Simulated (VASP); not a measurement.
# Zr3MoRh (Pm-3m) in VASP: further runs

Zr3MoRh is run at these levels: PBE; tasks: single point, relaxation of cell and atoms.

All numbers are computed with VASP 6.6.1; they aren't measurements. Logs are shortened: lines on timing, memory, paths and dates and some standing lists are left out, and cuts for length are marked.

### 1 The cell of the first run

The structure is cubic, space group Pm-3m (No. 221). Conventional cell: a = 4.166 Å, b = 4.166 Å, c = 4.166 Å, α = 90.00°, β = 90.00°, γ = 90.00°. Within 2.8 Å of Zr (site symmetry 4/mmm) lie 2 Rh at 2.08 Å. Mo (site symmetry m-3m) has 12 Zr at 2.95 Å and 8 Rh at 3.61 Å within 3.9 Å. Within 2.8 Å of Rh (site symmetry m-3m) lie 6 Zr at 2.08 Å.

### 2 Single point, PBE

Contents of INCAR:

```
SYSTEM = Zr3MoRh
PREC = Accurate ; ENCUT = 520
EDIFF = 1E-7 ; ISMEAR = 0
SIGMA = 0.1 ; LREAL = .False.
LASPH = .True. ; NELM = 100
ALGO = Normal ; ISIF = 2
LWAVE = .False. ; LCHARG = .True.
GGA = PE ; LELF = .True.
LVHAR = .True. ; NBANDS = 40
```

Contents of KPOINTS:

```
regular mesh
0
Gamma
  4 4 4
  0 0 0
```

Contents of POSCAR:

```
Zr3MoRh
1.0
    4.1663374226      0.0000000000      0.0000000000
    0.0000000000      4.1663374226      0.0000000000
    0.0000000000      0.0000000000      4.1663374226
Zr Mo Rh
3 1 1
Direct
    0.0000000000      0.5000000000      0.5000000000
    0.5000000000      0.0000000000      0.5000000000
    0.5000000000      0.5000000000      0.0000000000
    0.0000000000      0.0000000000      0.0000000000
    0.5000000000      0.5000000000      0.5000000000
```

Potentials or basis: VASP PAW PBE potentials, release 64 (Zr_sv, Mo_sv, Rh_pv).

Run with:

```bash
cat potpaw_PBE.64/Zr_sv/POTCAR potpaw_PBE.64/Mo_sv/POTCAR potpaw_PBE.64/Rh_pv/POTCAR > POTCAR
mpirun -np 1 vasp_std > vasp.out
```

OUTCAR:

```text
SYSTEM = Zr3MoRh
   PREC = Accurate
   ENCUT = 520
   EDIFF = 1E-7
   ISMEAR = 0
   LREAL = .False.
   LASPH = .True.
   NELM = 100
   ISIF = 2
   GGA = PE

 ion  position               nearest neighbor table
   1  0.000  0.500  0.500-   5 2.08   5 2.08   4 2.95   2 2.95   3 2.95   4 2.95   2 2.95   4 2.95
                             4 2.95   2 2.95   3 2.95   3 2.95   3 2.95   2 2.95
   2  0.500  0.000  0.500-   5 2.08   5 2.08   4 2.95   1 2.95   3 2.95   4 2.95   1 2.95   3 2.95
                             3 2.95   3 2.95   1 2.95   4 2.95   4 2.95   1 2.95
   3  0.500  0.500  0.000-   5 2.08   5 2.08   4 2.95   1 2.95   1 2.95   2 2.95   2 2.95   2 2.95
                             4 2.95   2 2.95   1 2.95   4 2.95   1 2.95   4 2.95
   4  0.000  0.000  0.000-   1 2.95   2 2.95   3 2.95   1 2.95   2 2.95   1 2.95   3 2.95   1 2.95
                             2 2.95   3 2.95   2 2.95   3 2.95
   5  0.500  0.500  0.500-   1 2.08   2 2.08   3 2.08   3 2.08   2 2.08   1 2.08

  LATTYP: Found a simple cubic cell.
 ALAT       =     4.1663374226

  Lattice vectors:

 A1 = (   4.1663374226,   0.0000000000,   0.0000000000)
 A2 = (   0.0000000000,   4.1663374226,   0.0000000000)
 A3 = (   0.0000000000,   0.0000000000,   4.1663374226)

Analysis of symmetry for initial positions (statically):
=====================================================================
 Subroutine PRICEL returns:
 Original cell was already a primitive cell.

 Routine SETGRP: Setting up the symmetry group for a
 simple cubic supercell.

 Subroutine GETGRP returns: Found 48 space group operations
 (whereof 48 operations were pure point group operations)
 out of a pool of 48 trial point group operations.

The static configuration has the point symmetry O_h .

Analysis of symmetry for dynamics (positions and initial velocities):
=====================================================================
 Subroutine PRICEL returns:
 Original cell was already a primitive cell.

 Routine SETGRP: Setting up the symmetry group for a
 simple cubic supercell.

 Subroutine GETGRP returns: Found 48 space group operations
 (whereof 48 operations were pure point group operations)
 out of a pool of 48 trial point group operations.

The dynamic configuration has the point symmetry O_h .

 Subroutine INISYM returns: Found 48 space group operations
 (whereof 48 operations are pure point group operations),
 and found     1 'primitive' translations

----------------------------------------------------------------------------------------

                                     Primitive cell

  volume of cell :      72.3208

  direct lattice vectors                    reciprocal lattice vectors
     4.166337423  0.000000000  0.000000000     0.240018966  0.000000000  0.000000000
     0.000000000  4.166337423  0.000000000     0.000000000  0.240018966  0.000000000
     0.000000000  0.000000000  4.166337423     0.000000000  0.000000000  0.240018966

  length of vectors
     4.166337423  4.166337423  4.166337423     0.240018966  0.240018966  0.240018966

  position of ions in fractional coordinates (direct lattice)
     0.000000000  0.500000000  0.500000000
     0.500000000  0.000000000  0.500000000
     0.500000000  0.500000000  0.000000000
     0.000000000  0.000000000  0.000000000
     0.500000000  0.500000000  0.500000000

  ion indices of the primitive-cell ions
   primitive index   ion index
                 1           1
                 2           2
                 3           3
                 4           4
                 5           5

----------------------------------------------------------------------------------------

 KPOINTS: regular mesh

Automatic generation of k-mesh.
 Grid dimensions read from file:
 generate k-points for:    4    4    4

 Generating k-lattice:

  Cartesian coordinates                     Fractional coordinates (reciprocal lattice)
     0.060004741  0.000000000  0.000000000     0.250000000  0.000000000  0.000000000
     0.000000000  0.060004741  0.000000000     0.000000000  0.250000000  0.000000000
     0.000000000  0.000000000  0.060004741     0.000000000  0.000000000  0.250000000

  Length of vectors
     0.060004741  0.060004741  0.060004741

  Shift w.r.t. Gamma in fractional coordinates (k-lattice)
     0.000000000  0.000000000  0.000000000

 Subroutine IBZKPT returns following result:
 ===========================================

 Found     10 irreducible k-points:

 Following reciprocal coordinates:
            Coordinates               Weight
  0.000000  0.000000  0.000000      1.000000
  0.250000  0.000000  0.000000      6.000000
  0.500000  0.000000  0.000000      3.000000
  0.250000  0.250000  0.000000     12.000000
  0.500000  0.250000  0.000000     12.000000
  0.500000  0.500000  0.000000      3.000000
  0.250000  0.250000  0.250000      8.000000
  0.500000  0.250000  0.250000     12.000000
  0.500000  0.500000  0.250000      6.000000
  0.500000  0.500000  0.500000      1.000000
   k-points           NKPTS =     10   k-points in BZ     NKDIM =     10   number of bands    NBANDS=     40
   number of dos      NEDOS =    301   number of ions     NIONS =      5
   total plane-waves  NPLWV =  32768
   dimension x,y,z NGX =    32 NGY =   32 NGZ =   32
   dimension x,y,z NGXF=    64 NGYF=   64 NGZF=   64
   ions per type =               3   1   1
   NGX,Y,Z   is equivalent  to a cutoff of  12.77, 12.77, 12.77 a.u.
   NGXF,Y,Z  is equivalent  to a cutoff of  25.54, 25.54, 25.54 a.u.
 SYSTEM =  Zr3MoRh
   PREC   = accura    normal or accurate (medium, high low for compatibility)
   ISTART =      0    job   : 0-new  1-cont  2-samecut
   ICHARG =      2    charge: 1-file 2-atom 10-const
   ISPIN  =      1    spin polarized calculation?
   LNONCOLLINEAR =      F non collinear calculations
   LSORBIT =      F    spin-orbit coupling
   LASPH  =      T    aspherical Exc in radial PAW
   ENCUT  =  520.0 eV  38.22 Ry    6.18 a.u.   7.75  7.75  7.75*2*pi/ulx,y,z
   NELM   =    100;   NELMIN=  2; NELMDL= -5     # of ELM steps
   EDIFF  = 0.1E-06   stopping-criterion for ELM
   LREAL  =      F    real-space projection
   EDIFFG = 0.1E-05   stopping-criterion for IOM
   NSW    =      0    number of steps for IOM
   IBRION =     -1    ionic relax: 0-MD 1-quasi-New 2-CG
   NFREE  =      0    steps in history (QN), initial steepest desc. (CG)
   ISIF   =      2    stress and relaxation
   ISYM   =      2    0-nonsym 1-usesym 2-fastsym
   POTIM  = 0.5000    time-step for ionic-motion
   TEBEG  =    0.0;   TEEND  =   0.0 temperature during run
   PSTRESS=    0.0 pullay stress
   NELECT =      65.0000    total number of electrons
   NUPDOWN=      -1.0000    fix difference up-down
   EMIN   =  10.00;   EMAX   =-10.00  energy-range for DOS
   EFERMI =   0.00;   METHOD = LEGACY
   ISMEAR =     0;   SIGMA  =   0.10  broadening in eV -4-tet -1-fermi 0-gaus
   EFERMI_NEDOS =   21; number of points for ismear=-14 and -15
   IALGO  =     38    algorithm
   IMIX   =      4    mixing-type and parameters
     AMIX     =   0.40;   BMIX     =  1.00
     AMIX_MAG =   1.60;   BMIX_MAG =  1.00
  volume/ion in A,a.u.               =      14.46        97.61
  Fermi-wavevector in a.u.,A,eV,Ry     =   1.579883  2.985545 33.960541  2.496029
  Thomas-Fermi vector in A             =   2.680195
   LORBIT       =      0    0 simple, 1 ext, 2 COOP (PROOUT), +10 PAW based schemes
   GGA     = PE    functional components
   LHFCALC =     F    Hartree Fock is set to
   AEXX    =    0.0000 exact exchange contribution
   IVDW    =     0    specifies the selected vdW correction
   LEPSILON=     F    determine dielectric tensor
   LRPA    =     F    only Hartree local field effects (RPA)
 non-spin polarized calculation
 Gauss-broadening in eV      SIGMA  =   0.10
  energy-cutoff  :      520.00
  volume of cell :       72.32
 maximum number of plane-waves:      1956
 NGX is ok and might be reduce to    32
   NGX = 15   NGY = 15   NGZ = 15

 number of electron      65.0000000 magnetization

 Free energy of the ion-electron system (eV)
  ---------------------------------------------------
  ext. energy  EPLUGINS =         0.00000000
  ---------------------------------------------------
  free energy    TOTEN  =       -26.29049301 eV

  energy without entropy =      -26.25144644  energy(sigma->0) =      -26.27096972

 E-fermi :  14.6545     XC(G=0): -13.4118

 val. band max:       14.6499119242   @ k =   0.2500   0.2500   0.0000
 cond. band min:      14.7073206760   @ k =   0.5000   0.5000   0.2500
 fundamental gap:      0.0574087518
 Fermi energy:        14.6545408808

 k-point     1 :       0.0000    0.0000    0.0000
  band No.  band energies     occupation
      1     -45.5988      2.00000
      2     -36.0696      2.00000
      3     -36.0696      2.00000
      4     -36.0696      2.00000
      5     -34.2297      2.00000
      6     -33.9345      2.00000
[... 32 lines left out ...]
     39      18.5621      0.00000
     40      20.2966      0.00000

 k-point     2 :       0.2500    0.0000    0.0000
  band No.  band energies     occupation
      1     -45.5984      2.00000
      2     -36.4785      2.00000
      3     -36.0686      2.00000
      4     -36.0686      2.00000
      5     -34.1456      2.00000
      6     -33.9336      2.00000
[... 32 lines left out ...]
     39      18.2627      0.00000
     40      19.2405      0.00000

 k-point     3 :       0.5000    0.0000    0.0000
  band No.  band energies     occupation
      1     -45.5980      2.00000
      2     -36.7714      2.00000
      3     -36.0677      2.00000
      4     -36.0677      2.00000
      5     -34.1348      2.00000
      6     -33.9328      2.00000
[... 32 lines left out ...]
     39      17.3284      0.00000
     40      18.0681      0.00000

 k-point     4 :       0.2500    0.2500    0.0000
  band No.  band energies     occupation
      1     -45.5981      2.00000
      2     -36.4829      2.00000
      3     -36.4718      2.00000
      4     -36.0677      2.00000
      5     -34.0495      2.00000
      6     -33.4863      2.00000
[... 32 lines left out ...]
     39      17.9632      0.00000
     40      18.6204      0.00000

 k-point     5 :       0.5000    0.2500    0.0000
  band No.  band energies     occupation
      1     -45.5977      2.00000
      2     -36.7705      2.00000
      3     -36.4764      2.00000
      4     -36.0667      2.00000
      5     -34.0409      2.00000
      6     -33.4497      2.00000
[... 32 lines left out ...]
     39      17.2151      0.00000
     40      17.3321      0.00000

 k-point     6 :       0.5000    0.5000    0.0000
  band No.  band energies     occupation
      1     -45.5974      2.00000
      2     -36.7695      2.00000
      3     -36.7695      2.00000
      4     -36.0657      2.00000
      5     -34.0323      2.00000
      6     -32.9899      2.00000
[... 32 lines left out ...]
     39      16.5120      0.00000
     40      16.7674      0.00000

 k-point     7 :       0.2500    0.2500    0.2500
  band No.  band energies     occupation
      1     -45.5977      2.00000
      2     -36.4873      2.00000
      3     -36.4707      2.00000
      4     -36.4707      2.00000
      5     -33.5494      2.00000
      6     -33.4109      2.00000
[... 32 lines left out ...]
     39      17.2981      0.00000
     40      17.2981      0.00000

 k-point     8 :       0.5000    0.2500    0.2500
  band No.  band energies     occupation
      1     -45.5974      2.00000
      2     -36.7694      2.00000
      3     -36.4807      2.00000
      4     -36.4695      2.00000
      5     -33.5037      2.00000
      6     -33.4100      2.00000
[... 32 lines left out ...]
     39      16.3302      0.00000
     40      16.3414      0.00000

 k-point     9 :       0.5000    0.5000    0.2500
  band No.  band energies     occupation
      1     -45.5971      2.00000
      2     -36.7683      2.00000
      3     -36.7683      2.00000
      4     -36.4739      2.00000
      5     -33.4562      2.00000
      6     -32.9890      2.00000
[... 32 lines left out ...]
     39      15.8450      0.00000
     40      16.9173      0.00000

 k-point    10 :       0.5000    0.5000    0.5000
  band No.  band energies     occupation
      1     -45.5968      2.00000
      2     -36.7670      2.00000
      3     -36.7670      2.00000
      4     -36.7670      2.00000
      5     -32.9881      2.00000
      6     -32.9881      2.00000
[... 32 lines left out ...]
     39      16.5782      0.00000
     40      18.1347      0.00000

------------------------ aborting loop because EDIFF is reached ----------------------------------------

  FORCE on cell =-STRESS in cart. coord.  units (eV):
  Direction    XX          YY          ZZ          XY          YZ          ZX
  --------------------------------------------------------------------------------------
  -------------------------------------------------------------------------------------
  Total       63.3194366     63.3194366     63.3194366      0.0000000      0.0000000     -0.0000000
  in kB     1402.7630113   1402.7630113   1402.7630113      0.0000000      0.0000000     -0.0000000
  external PRESSURE =    1402.7630113 kB  Pullay stress =       0.0000000 kB

 VOLUME and BASIS-vectors are now :
 -----------------------------------------------------------------------------
  energy-cutoff  :      520.00
  volume of cell :       72.32
      direct lattice vectors                 reciprocal lattice vectors
     4.166337423  0.000000000  0.000000000     0.240018966  0.000000000  0.000000000
     0.000000000  4.166337423  0.000000000     0.000000000  0.240018966  0.000000000
     0.000000000  0.000000000  4.166337423     0.000000000  0.000000000  0.240018966

 POSITION                                       TOTAL-FORCE (eV/Angst)
 -----------------------------------------------------------------------------------
      0.00000      2.08317      2.08317         0.000000      0.000000      0.000000
      2.08317      0.00000      2.08317         0.000000      0.000000      0.000000
      2.08317      2.08317      0.00000         0.000000      0.000000      0.000000
      0.00000      0.00000      0.00000         0.000000      0.000000      0.000000
      2.08317      2.08317      2.08317         0.000000      0.000000      0.000000
 -----------------------------------------------------------------------------------
    total drift:                                0.000000     -0.000000     -0.000000

  FREE ENERGIE OF THE ION-ELECTRON SYSTEM (eV)
  ---------------------------------------------------
  free  energy   TOTEN  =       -26.2904930065 eV

  energy  without entropy=      -26.2514464375  energy(sigma->0) =      -26.27096972
```

Run time: 77 s. Hardware: 1 thread of Oxide Virtual Turin-like, shared host; peak memory 0.15 GiB.

Results:

| Item | Value |
| --- | --- |
| Free energy | -26.2905 eV |
| Pressure | 140.3 GPa |
| Band gap on the k mesh | zero (an odd number of electrons rules out a gap without spin polarisation) |

Caveat: the k points lie up to 0.38 Å⁻¹ apart, too coarse for converged energies and pressures of a metal.

### 3 Single point, PBE

This run uses another cell than the first one, of 24.00 Å³/atom.

Contents of INCAR:

```
PREC = Accurate
ENCUT = 520
EDIFF = 1E-7
ISMEAR = 0
SIGMA = 0.1
LREAL = F
LASPH = T
NELM = 100
ALGO = Normal
ISIF = 2
LWAVE = F
LCHARG = F
GGA = PE
NBANDS = 40
```

Contents of KPOINTS:

```
regular mesh
0
Gamma
  4 4 4
```

Edit POSCAR of step 2 so:

```diff
@@ -2,5 +2,5 @@
 1.0
-    4.1663374226      0.0000000000      0.0000000000
-    0.0000000000      4.1663374226      0.0000000000
-    0.0000000000      0.0000000000      4.1663374226
+    4.9327035787      0.0000000000      0.0000000000
+    0.0000000000      4.9327035787      0.0000000000
+    0.0000000000      0.0000000000      4.9327035787
 Zr Mo Rh
```

Potentials or basis: VASP PAW PBE potentials, release 64 (Zr_sv, Mo_sv, Rh_pv).

Run with:

```bash
cat potpaw_PBE.64/Zr_sv/POTCAR potpaw_PBE.64/Mo_sv/POTCAR potpaw_PBE.64/Rh_pv/POTCAR > POTCAR
mpirun -np 1 vasp_std > vasp.out
```

Run time: 75 s. Hardware: 1 thread of Oxide Virtual Turin-like, shared host; peak memory 0.23 GiB.

It converged, with:

| Item | Value |
| --- | --- |
| Free energy | -40.1687 eV |
| Pressure | 0.1 GPa |
| Band gap on the k mesh | zero (an odd number of electrons rules out a gap without spin polarisation) |

Levels at points of the mesh, in eV from the Fermi level:
| k point | band 29 | band 30 | band 31 | band 32 | band 33 | band 34 | band 35 | band 36 |
| --- | --- | --- | --- | --- | --- | --- | --- | --- |
| (0.00, 0.00, 0.00) | -0.74 | -0.74 | -0.74 | 1.48 | 1.48 | 1.48 | 1.87 | 1.87 |
| (0.50, 0.00, 0.00) | -0.93 | -0.93 | -0.92 | 0.06 | 0.65 | 0.65 | 0.76 | 0.94 |
| (0.50, 0.50, 0.00) | -0.88 | -0.52 | -0.41 | -0.25 | -0.25 | -0.13 | -0.13 | -0.04 |
| (0.50, 0.50, 0.50) | -0.42 | -0.06 | -0.06 | -0.06 | -0.03 | -0.03 | 0.46 | 0.46 |

### 4 Relaxation of cell and atoms, PBE

Contents of INCAR:

```
SYSTEM = Zr3MoRh
PREC = Accurate
ENCUT = 600
EDIFF = 1E-7
ISMEAR = 0
SIGMA = 0.1
LREAL = .FALSE.
LASPH = .TRUE.
NELM = 60
ALGO = Normal
ISIF = 3
LWAVE = .FALSE.
LCHARG = .FALSE.
GGA = PE
IBRION = 2
NSW = 90
EDIFFG = -0.04
```

Contents of KPOINTS:

```
regular mesh
0
G
  4 4 4
  0 0 0
```

Edit POSCAR of step 3 so:

```diff
@@ -2,5 +2,5 @@
 1.0
-    4.9327035787      0.0000000000      0.0000000000
-    0.0000000000      4.9327035787      0.0000000000
-    0.0000000000      0.0000000000      4.9327035787
+    4.1663374226      0.0000000000      0.0000000000
+    0.0000000000      4.1663374226      0.0000000000
+    0.0000000000      0.0000000000      4.1663374226
 Zr Mo Rh
```

Run with:

```bash
cat potpaw_PBE.64/Zr_sv/POTCAR potpaw_PBE.64/Mo_sv/POTCAR potpaw_PBE.64/Rh_pv/POTCAR > POTCAR
mpirun -np 1 vasp_std > vasp.out
```

Run time: 10 min. Hardware: 1 thread of Oxide Virtual Turin-like, shared host; peak memory 0.19 GiB.

It converged, with:

```
Free energy                           : -40.1398 eV
Relaxed volume                        : 24.00 Å³/atom
Relaxed cell                          : a = 4.933 Å, b = 4.933 Å, c = 4.933 Å, α = 90.00°, β = 90.00°, γ = 90.00°
Space group after relaxing (to 0.1 Å) : Pm-3m (No. 221)
Pressure after relaxing               : 0.0 GPa
Band gap on the k mesh                : zero (an odd number of electrons rules out a gap without spin polarisation)
```

Final structure:
```cif
data_structure
_symmetry_space_group_name_H-M 'P 1'
_symmetry_Int_Tables_number 1
_cell_length_a 4.9326
_cell_length_b 4.9326
_cell_length_c 4.9326
_cell_angle_alpha 90.000
_cell_angle_beta 90.000
_cell_angle_gamma 90.000
_cell_volume 120.01
loop_
_atom_site_label
_atom_site_type_symbol
_atom_site_fract_x
_atom_site_fract_y
_atom_site_fract_z
_atom_site_occupancy
Zr1 Zr 0.00000 0.50000 0.50000 1
Zr2 Zr 0.50000 0.00000 0.50000 1
Zr3 Zr 0.50000 0.50000 0.00000 1
Mo1 Mo 0.00000 0.00000 0.00000 1
Rh1 Rh 0.50000 0.50000 0.50000 1
```

Levels at points of the mesh, in eV from the Fermi level:
```csv
k point,band 29,band 30,band 31,band 32,band 33,band 34,band 35,band 36
"(0.00, 0.00, 0.00)",-0.74,-0.74,-0.74,1.48,1.48,1.48,1.87,1.87
"(0.50, 0.00, 0.00)",-0.93,-0.93,-0.92,0.06,0.65,0.65,0.76,0.94
"(0.50, 0.50, 0.00)",-0.88,-0.52,-0.41,-0.25,-0.25,-0.13,-0.13,-0.04
"(0.50, 0.50, 0.50)",-0.42,-0.06,-0.06,-0.06,-0.03,-0.03,0.46,0.46
```

Caveat: the k points lie up to 0.32 Å⁻¹ apart in the final cell, too coarse for converged energies and pressures of a metal; the volume moved by over 15 % at a fixed basis, so the end points are rough.

### 5 Summary

```tsv
task	cell	cutoff (eV)	gap on the mesh (eV)	pressure (GPa)
single point	a = 4.166 Å, 5 atoms	520	none	140.3
single point	a = 4.933 Å, 5 atoms	520	none	0.1
relaxation of cell and atoms	relaxed from a = 4.166 Å, 5 atoms	600	none	0.0
```

Alike in all rows: level PBE; potentials or basis VASP PAW PBE potentials, release 64 (Zr_sv, Mo_sv, Rh_pv); no spin polarisation; k mesh 4 × 4 × 4; smearing gaussian 0.1 eV.

Caveats: some runs use coarse meshes; the volume moved by over 15 % at a fixed basis, so the end points are rough (at least some runs).

Total energies depend on the potentials used, so only differences within one code and one set of settings carry meaning.

The gap in the log of VASP goes by the Fermi energy; the results here count the filled bands.